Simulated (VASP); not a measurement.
# SnF5 (P-62m) in VASP: a series of runs

The runs below take SnF5 through single point, with PBE.

All numbers are computed with VASP 6.6.1; they aren't measurements. Logs are shortened: lines on timing, memory, paths and dates and some standing lists are left out, and cuts for length are marked.

## (1) The cell of the first run

The structure is hexagonal, space group P-62m (No. 189). The conventional cell has a = 4.777 Å, b = 4.777 Å, c = 3.353 Å, α = 90.00°, β = 90.00°, γ = 120.00°. Within 2.8 Å of Sn (site symmetry -62m) lie 12 F at 2.15 to 2.76 Å. Within 2.8 Å of F (site symmetry m2m) lie 2 Sn at 2.15 Å and 6 F at 2.34 to 2.41 Å. F (site symmetry -6) has 9 F at 2.41 to 2.76 Å and 3 Sn at 2.76 Å within 3.2 Å.

The cell was generated, and may not be a known phase.

## (2) Single point, PBE

The input, INCAR:

```
PREC = Accurate
ENCUT = 520
EDIFF = 1E-7
ISMEAR = 0
SIGMA = 0.1
LREAL = F
LASPH = T
NELM = 80
ALGO = Normal
ISIF = 2
LWAVE = F
LCHARG = F
GGA = PE
NBANDS = 34
```

The input, KPOINTS:

```
regular mesh
0
Gamma
  6 6 4
```

The input, POSCAR:

```
SnF5
1.0
    4.7765690130      0.0000000000      0.0000000000
   -2.3882845065      4.1366301082      0.0000000000
    0.0000000000      0.0000000000      3.3534879465
Sn F
1 5
Direct
    0.0000000000      0.0000000000      0.5000000000
    0.0000000000      0.7174791449      0.0000000000
    0.7174791449      0.0000000000      0.0000000000
    0.2825208551      0.2825208551      0.0000000000
    0.6666666667      0.3333333333      0.5000000000
    0.3333333333      0.6666666667      0.5000000000
```

Potentials or basis: VASP PAW PBE potentials, release 64 (Sn_d, F).

The run is started by

```sh
$ cat potpaw_PBE.64/Sn_d/POTCAR potpaw_PBE.64/F/POTCAR > POTCAR
$ mpirun -np 1 vasp_std > vasp.out
```

OUTCAR:

```text
PREC = Accurate
   ENCUT = 520
   EDIFF = 1E-7
   ISMEAR = 0
   LREAL = F
   LASPH = T
   NELM = 80
   ISIF = 2
   GGA = PE

 ion  position               nearest neighbor table
   1  0.000  0.000  0.500-   3 2.15   3 2.15   4 2.15   2 2.15   2 2.15   4 2.15   6 2.76   5 2.76
                             5 2.76   6 2.76   5 2.76   6 2.76
   2  0.000  0.717  0.000-   1 2.15   1 2.15
   3  0.717  0.000  0.000-   1 2.15   1 2.15
   4  0.283  0.283  0.000-   1 2.15   1 2.15
   5  0.667  0.333  0.500-   1 2.76   1 2.76   1 2.76
   6  0.333  0.667  0.500-   1 2.76   1 2.76   1 2.76

  LATTYP: Found a hexagonal cell.
 ALAT       =     4.7765690130
 C/A-ratio  =     0.7020704479

  Lattice vectors:

 A1 = (   4.7765690130,   0.0000000000,   0.0000000000)
 A2 = (  -2.3882845065,   4.1366301082,   0.0000000000)
 A3 = (   0.0000000000,   0.0000000000,   3.3534879465)

Analysis of symmetry for initial positions (statically):
=====================================================================
 Subroutine PRICEL returns:
 Original cell was already a primitive cell.

 Routine SETGRP: Setting up the symmetry group for a
 hexagonal supercell.

 Subroutine GETGRP returns: Found 12 space group operations
 (whereof 12 operations were pure point group operations)
 out of a pool of 24 trial point group operations.

The static configuration has the point symmetry D_3h.

Analysis of symmetry for dynamics (positions and initial velocities):
=====================================================================
 Subroutine PRICEL returns:
 Original cell was already a primitive cell.

 Routine SETGRP: Setting up the symmetry group for a
 hexagonal supercell.

 Subroutine GETGRP returns: Found 12 space group operations
 (whereof 12 operations were pure point group operations)
 out of a pool of 24 trial point group operations.

The dynamic configuration has the point symmetry D_3h.

 Subroutine INISYM returns: Found 12 space group operations
 (whereof 12 operations are pure point group operations),
 and found     1 'primitive' translations

----------------------------------------------------------------------------------------

                                     Primitive cell

  volume of cell :      66.2612

  direct lattice vectors                    reciprocal lattice vectors
     4.776569013  0.000000000  0.000000000     0.209355292  0.120871334  0.000000000
    -2.388284506  4.136630108  0.000000000     0.000000000  0.241742668  0.000000000
     0.000000000  0.000000000  3.353487947     0.000000000  0.000000000  0.298196987

  length of vectors
     4.776569013  4.776569013  3.353487947     0.241742668  0.241742668  0.298196987

  position of ions in fractional coordinates (direct lattice)
     0.000000000  0.000000000  0.500000000
     1.000000000  0.717479145  0.000000000
     0.717479145  0.000000000  0.000000000
     0.282520855  0.282520855  0.000000000
     0.666666667  0.333333333  0.500000000
     0.333333333  0.666666667  0.500000000

  ion indices of the primitive-cell ions
   primitive index   ion index
                 1           1
                 2           2
                 3           3
                 4           4
                 5           5
                 6           6

----------------------------------------------------------------------------------------

 KPOINTS: regular mesh

Automatic generation of k-mesh.
 Grid dimensions read from file:
 generate k-points for:    6    6    4

 Generating k-lattice:

  Cartesian coordinates                     Fractional coordinates (reciprocal lattice)
     0.034892549  0.020145222  0.000000000     0.166666667  0.000000000  0.000000000
     0.000000000  0.040290445  0.000000000     0.000000000  0.166666667  0.000000000
     0.000000000  0.000000000  0.074549247     0.000000000  0.000000000  0.250000000

  Length of vectors
     0.040290445  0.040290445  0.074549247

  Shift w.r.t. Gamma in fractional coordinates (k-lattice)
     0.000000000  0.000000000  0.000000000

 Subroutine IBZKPT returns following result:
 ===========================================

 Found     21 irreducible k-points:

 Following reciprocal coordinates:
            Coordinates               Weight
  0.000000  0.000000  0.000000      1.000000
  0.166667  0.000000  0.000000      6.000000
  0.333333  0.000000  0.000000      6.000000
  0.500000  0.000000  0.000000      3.000000
  0.166667  0.166667  0.000000      6.000000
  0.333333  0.166667  0.000000     12.000000
[... 13 lines left out ...]
  0.333333  0.166667  0.500000     12.000000
  0.333333  0.333333  0.500000      2.000000
   k-points           NKPTS =     21   k-points in BZ     NKDIM =     21   number of bands    NBANDS=     34
   number of dos      NEDOS =    301   number of ions     NIONS =      6
   total plane-waves  NPLWV =  36288
   dimension x,y,z NGX =    36 NGY =   36 NGZ =   28
   dimension x,y,z NGXF=    72 NGYF=   72 NGZF=   56
   ions per type =               1   5
   NGX,Y,Z   is equivalent  to a cutoff of  12.53, 12.53, 13.88 a.u.
   NGXF,Y,Z  is equivalent  to a cutoff of  25.06, 25.06, 27.76 a.u.
 SYSTEM =  unknown system
   PREC   = accura    normal or accurate (medium, high low for compatibility)
   ISTART =      0    job   : 0-new  1-cont  2-samecut
   ICHARG =      2    charge: 1-file 2-atom 10-const
   ISPIN  =      1    spin polarized calculation?
   LNONCOLLINEAR =      F non collinear calculations
   LSORBIT =      F    spin-orbit coupling
   LASPH  =      T    aspherical Exc in radial PAW
   ENCUT  =  520.0 eV  38.22 Ry    6.18 a.u.   8.88  8.88  6.24*2*pi/ulx,y,z
   NELM   =     80;   NELMIN=  2; NELMDL= -5     # of ELM steps
   EDIFF  = 0.1E-06   stopping-criterion for ELM
   LREAL  =      F    real-space projection
   EDIFFG = 0.1E-05   stopping-criterion for IOM
   NSW    =      0    number of steps for IOM
   IBRION =     -1    ionic relax: 0-MD 1-quasi-New 2-CG
   NFREE  =      0    steps in history (QN), initial steepest desc. (CG)
   ISIF   =      2    stress and relaxation
   ISYM   =      2    0-nonsym 1-usesym 2-fastsym
   POTIM  = 0.5000    time-step for ionic-motion
   TEBEG  =    0.0;   TEEND  =   0.0 temperature during run
   PSTRESS=    0.0 pullay stress
   NELECT =      49.0000    total number of electrons
   NUPDOWN=      -1.0000    fix difference up-down
   EMIN   =  10.00;   EMAX   =-10.00  energy-range for DOS
   EFERMI =   0.00;   METHOD = LEGACY
   ISMEAR =     0;   SIGMA  =   0.10  broadening in eV -4-tet -1-fermi 0-gaus
   EFERMI_NEDOS =   21; number of points for ismear=-14 and -15
   IALGO  =     38    algorithm
   IMIX   =      4    mixing-type and parameters
     AMIX     =   0.40;   BMIX     =  1.00
     AMIX_MAG =   1.60;   BMIX_MAG =  1.00
  volume/ion in A,a.u.               =      11.04        74.53
  Fermi-wavevector in a.u.,A,eV,Ry     =   1.480427  2.797602 29.819404  2.191664
  Thomas-Fermi vector in A             =   2.594463
   LORBIT       =      0    0 simple, 1 ext, 2 COOP (PROOUT), +10 PAW based schemes
   GGA     = PE    functional components
   LHFCALC =     F    Hartree Fock is set to
   AEXX    =    0.0000 exact exchange contribution
   IVDW    =     0    specifies the selected vdW correction
   LEPSILON=     F    determine dielectric tensor
   LRPA    =     F    only Hartree local field effects (RPA)
 non-spin polarized calculation
 Gauss-broadening in eV      SIGMA  =   0.10
  energy-cutoff  :      520.00
  volume of cell :       66.26
 maximum number of plane-waves:      1824
 NGX is ok and might be reduce to    36
   NGX = 17   NGY = 17   NGZ = 13

 number of electron      49.0000009 magnetization

 Free energy of the ion-electron system (eV)
  ---------------------------------------------------
  ext. energy  EPLUGINS =         0.00000000
  ---------------------------------------------------
  free energy    TOTEN  =       -20.79237923 eV

  energy without entropy =      -20.74978135  energy(sigma->0) =      -20.77108029

 E-fermi :   1.5077     XC(G=0): -10.7277

 val. band max:        1.5014514824   @ k =   0.3333   0.1667   0.0000
 cond. band min:       1.5093965537   @ k =   0.1667   0.0000   0.2500
 fundamental gap:      0.0079450713
 Fermi energy:         1.5076587259

 k-point     1 :       0.0000    0.0000    0.0000
  band No.  band energies     occupation
      1     -21.4665      2.00000
      2     -20.0959      2.00000
      3     -20.0959      2.00000
      4     -19.1958      2.00000
      5     -19.1958      2.00000
      6     -19.1391      2.00000
[... 26 lines left out ...]
     33      18.5704      0.00000
     34      20.4051      0.00000

 k-point     2 :       0.1667    0.0000    0.0000
  band No.  band energies     occupation
      1     -21.4266      2.00000
      2     -20.1437      2.00000
      3     -20.1171      2.00000
      4     -19.1962      2.00000
      5     -19.1959      2.00000
      6     -19.1167      2.00000
[... 26 lines left out ...]
     33      18.9251      0.00000
     34      20.5300      0.00000

 k-point     3 :       0.3333    0.0000    0.0000
  band No.  band energies     occupation
      1     -21.3381      2.00000
      2     -20.2442      2.00000
      3     -20.1592      2.00000
      4     -19.1968      2.00000
      5     -19.1960      2.00000
      6     -19.0858      2.00000
[... 26 lines left out ...]
     33      19.5218      0.00000
     34      20.4398      0.00000
[... 593 lines left out ...]
 k-point    20 :       0.3333    0.1667    0.5000
  band No.  band energies     occupation
      1     -20.7521      2.00000
      2     -20.7123      2.00000
      3     -20.6857      2.00000
      4     -19.2899      2.00000
      5     -19.2581      2.00000
      6     -19.0702      2.00000
[... 26 lines left out ...]
     33      18.2369      0.00000
     34      19.1643      0.00000

 k-point    21 :       0.3333    0.3333    0.5000
  band No.  band energies     occupation
      1     -20.7299      2.00000
      2     -20.7299      2.00000
      3     -20.6867      2.00000
      4     -19.2775      2.00000
      5     -19.2775      2.00000
      6     -19.0659      2.00000
[... 26 lines left out ...]
     33      18.2963      0.00000
     34      18.2963      0.00000

------------------------ aborting loop because EDIFF is reached ----------------------------------------

  FORCE on cell =-STRESS in cart. coord.  units (eV):
  Direction    XX          YY          ZZ          XY          YZ          ZX
  --------------------------------------------------------------------------------------
  -------------------------------------------------------------------------------------
  Total       -0.1505710     -0.1505710      0.3957811      0.0000000      0.0000000      0.0000000
  in kB       -3.6407642     -3.6407642      9.5698715      0.0000000      0.0000000      0.0000000
  external PRESSURE =       0.7627810 kB  Pullay stress =       0.0000000 kB

 VOLUME and BASIS-vectors are now :
 -----------------------------------------------------------------------------
  energy-cutoff  :      520.00
  volume of cell :       66.26
      direct lattice vectors                 reciprocal lattice vectors
     4.776569013  0.000000000  0.000000000     0.209355292  0.120871334  0.000000000
    -2.388284506  4.136630108  0.000000000     0.000000000  0.241742668  0.000000000
     0.000000000  0.000000000  3.353487947     0.000000000  0.000000000  0.298196987

 POSITION                                       TOTAL-FORCE (eV/Angst)
 -----------------------------------------------------------------------------------
      0.00000      0.00000      1.67674        -0.000000     -0.000000      0.000000
     -1.71354      2.96795      0.00000         0.037783     -0.065442      0.000000
      3.42709      0.00000      0.00000        -0.075566     -0.000000     -0.000000
      0.67474      1.16868      0.00000         0.037783      0.065442     -0.000000
      2.38828      1.37888      1.67674        -0.000000      0.000000      0.000000
     -0.00000      2.75775      1.67674        -0.000000      0.000000      0.000000
 -----------------------------------------------------------------------------------
    total drift:                               -0.000001     -0.000001      0.000000

  FREE ENERGIE OF THE ION-ELECTRON SYSTEM (eV)
  ---------------------------------------------------
  free  energy   TOTEN  =       -20.7923792267 eV

  energy  without entropy=      -20.7497813528  energy(sigma->0) =      -20.77108029
```

Wall time 81 s (1 thread of Oxide Virtual Turin-like, shared host); peak memory 0.16 GiB.

What came out:

```yaml
Free_energy: -20.7924 eV
Pressure: 0.1 GPa
Largest_force: 0.076 eV/Å
Band_gap_on_the_k_mesh: zero (an odd number of electrons rules out a gap without spin polarisation)
```

Forces in eV/Å, atoms in the order of the input:
```
Sn   0.000  0.000  0.000
F    0.038 -0.065  0.000
F   -0.076  0.000  0.000
F    0.038  0.065  0.000
F    0.000  0.000  0.000
F    0.000  0.000  0.000
```

Caveat: the k points lie up to 0.47 Å⁻¹ apart, too coarse for converged energies and pressures of a metal; spin-orbit coupling is left out, which moves the levels of the heavy elements; an odd number of electrons without spin polarisation forces a metal; a magnetic or distorted state may lie lower.

## (3) Single point, PBE

The input, INCAR:

```
PREC = Accurate
ENCUT = 520
EDIFF = 1E-6
ISMEAR = 0
SIGMA = 0.1
LREAL = F
LASPH = T
NELM = 100
ALGO = Fast
ISIF = 2
LWAVE = F
LCHARG = F
GGA = PE
NBANDS = 34
```

The input, KPOINTS:

```
regular mesh
0
Gamma
  6 6 6
```

POSCAR is that of step 2.

Potentials or basis: VASP PAW PBE potentials, release 64 (Sn_d, F).

The run is started by

```sh
$ cat potpaw_PBE.64/Sn_d/POTCAR potpaw_PBE.64/F/POTCAR > POTCAR
$ mpirun -np 1 vasp_std > vasp.out
```

It took 1.8 min on 1 thread of Oxide Virtual Turin-like, shared host; peak memory 0.18 GiB.

It converged, with:

| Quantity | Value |
| --- | --- |
| Free energy | -20.7995 eV |
| Pressure | 0.0 GPa |
| Largest force | 0.089 eV/Å |
| Band gap on the k mesh | zero (an odd number of electrons rules out a gap without spin polarisation) |

Forces on the atoms (eV/Å):
```
Sn   0.000  0.000  0.000
F    0.045 -0.077  0.000
F   -0.089  0.000  0.000
F    0.045  0.077  0.000
F    0.000  0.000  0.000
F    0.000  0.000  0.000
```

Stress tensor (GPa, compression positive):
```
-0.48  0.00  0.00
 0.00 -0.48  0.00
 0.00  0.00  1.08
```

Levels at points of the mesh, in eV from the Fermi level:
```
           k point  band 20  band 21  band 22  band 23  band 24  band 25  band 26  band 27  band 28  band 29
(0.00, 0.00, 0.00)    -1.00    -1.00    -0.53    -0.45    -0.45    -0.32     0.61     7.56     7.56    12.13
(0.50, 0.00, 0.00)    -1.85    -0.91    -0.43    -0.41    -0.24    -0.10     2.21     6.72     7.89    11.93
(0.00, 0.00, 0.50)    -1.32    -1.32    -0.85    -0.16    -0.16     0.37     3.14     8.55     8.55    10.22
(0.50, 0.00, 0.50)    -0.98    -0.75    -0.73    -0.39    -0.17     0.11     3.24     8.09     8.60    10.65
```

Caveat: spin-orbit coupling is left out, which moves the levels of the heavy elements; an odd number of electrons without spin polarisation forces a metal; a magnetic or distorted state may lie lower.

## (4) Single point, PBE

This run uses another cell than the first one, of 19.11 Å³/atom.

The input, INCAR:

```
SYSTEM = SnF5
PREC     = Accurate       ! precision mode
ENCUT    = 520            ! plane-wave cutoff, eV
EDIFF    = 1E-6           ! SCF threshold, eV
ISMEAR   = 0              ! smearing method
SIGMA    = 0.1            ! smearing width, eV
LREAL    = .False.        ! projectors in reciprocal space
LASPH    = .True.         ! aspherical terms in the spheres
NELM     = 80             ! most SCF steps
ALGO     = Normal         ! electronic algorithm
ISIF     = 2              ! what is computed and relaxed
LWAVE    = .False.        ! write WAVECAR
LCHARG   = .False.        ! write CHGCAR
GGA      = PE             ! functional
NBANDS   = 34             ! bands
```

The input, KPOINTS:

```
regular mesh
0
Gamma
  6 6 4
  0 0 0
```

The input, POSCAR:

```
SnF5
1.0
    5.3088191600      0.0000000000      0.0000000000
   -2.6544095800      4.5975722500      0.0000000000
    0.0000000000      0.0000000000      4.6971760600
Sn F
1 5
Direct
    0.0000000000      0.0000000000      0.5000000000
    0.0000000000      0.6075096100      0.0000000000
    0.6075096100      0.0000000000      0.0000000000
    0.3924903900      0.3924903900      0.0000000000
    0.6666666700      0.3333333300      0.5000000000
    0.3333333300      0.6666666700      0.5000000000
```

The run is started by

```sh
$ cat potpaw_PBE.64/Sn_d/POTCAR potpaw_PBE.64/F/POTCAR > POTCAR
$ mpirun -np 1 vasp_std > vasp.out
```

It took 3 min on 1 thread of Oxide Virtual Turin-like, shared host; peak memory 0.22 GiB.

Results (log left out):

```
Free energy            : -14.8527 eV
Pressure               : -9.7 GPa
Largest force          : 0.424 eV/Å
Band gap on the k mesh : zero (an odd number of electrons rules out a gap without spin polarisation)
```

Forces in eV/Å, atoms in the order of the input:
```
Sn   0.000  0.000  0.000
F   -0.212  0.367  0.000
F    0.424  0.000  0.000
F   -0.212 -0.367  0.000
F    0.000  0.000  0.000
F    0.000  0.000  0.000
```

Stress tensor (GPa, compression positive):
```
-10.89   0.00   0.00
  0.00 -10.89   0.00
  0.00   0.00  -7.28
```

Levels at points of the mesh, in eV from the Fermi level:
| k point | band 20 | band 21 | band 22 | band 23 | band 24 | band 25 | band 26 | band 27 | band 28 | band 29 |
| --- | --- | --- | --- | --- | --- | --- | --- | --- | --- | --- |
| (0.00, 0.00, 0.00) | -0.49 | -0.42 | -0.42 | -0.33 | 0.05 | 0.05 | 0.15 | 5.12 | 5.17 | 5.17 |
| (0.50, 0.00, 0.00) | -0.61 | -0.35 | -0.24 | -0.10 | -0.04 | 0.02 | 0.08 | 4.40 | 4.98 | 5.28 |
| (0.00, 0.00, 0.50) | -0.57 | -0.50 | -0.07 | -0.06 | -0.06 | 0.03 | 0.03 | 3.97 | 5.20 | 5.20 |
| (0.50, 0.00, 0.50) | -0.37 | -0.22 | -0.21 | -0.17 | -0.11 | -0.09 | -0.05 | 4.24 | 4.82 | 5.38 |

Caveat: the cell stands under tension; spin-orbit coupling is left out, which moves the levels of the heavy elements; an odd number of electrons without spin polarisation forces a metal; a magnetic or distorted state may lie lower.

## (5) The runs side by side

| cell | k mesh | gap on the mesh (eV) | pressure (GPa) | largest force (eV/Å) |
| --- | --- | --- | --- | --- |
| a = 4.777, b = 4.777, c = 3.353 Å, angles 90.0, 90.0, 120.0°, 6 atoms, atomic positions A | 6 × 6 × 4 | none | 0.1 | 0.08 |
| a = 4.777, b = 4.777, c = 3.353 Å, angles 90.0, 90.0, 120.0°, 6 atoms, atomic positions A | 6 × 6 × 6 | none | 0.0 | 0.09 |
| a = 5.309, b = 5.309, c = 4.697 Å, angles 90.0, 90.0, 120.0°, 6 atoms, atomic positions B | 6 × 6 × 4 | none | -9.7 | 0.42 |

Alike in all rows: task single point; level PBE; potentials or basis VASP PAW PBE potentials, release 64 (Sn_d, F); no spin polarisation; cutoff (eV) 520; smearing gaussian 0.1 eV.

Caveats: some runs use coarse meshes; spin-orbit coupling is left out, which moves the levels of the heavy elements; an odd number of electrons without spin polarisation forces a metal; a magnetic or distorted state may lie lower; the cell stands under tension (at least some runs).

Total energies depend on the potentials used, so only differences within one code and one set of settings carry meaning.
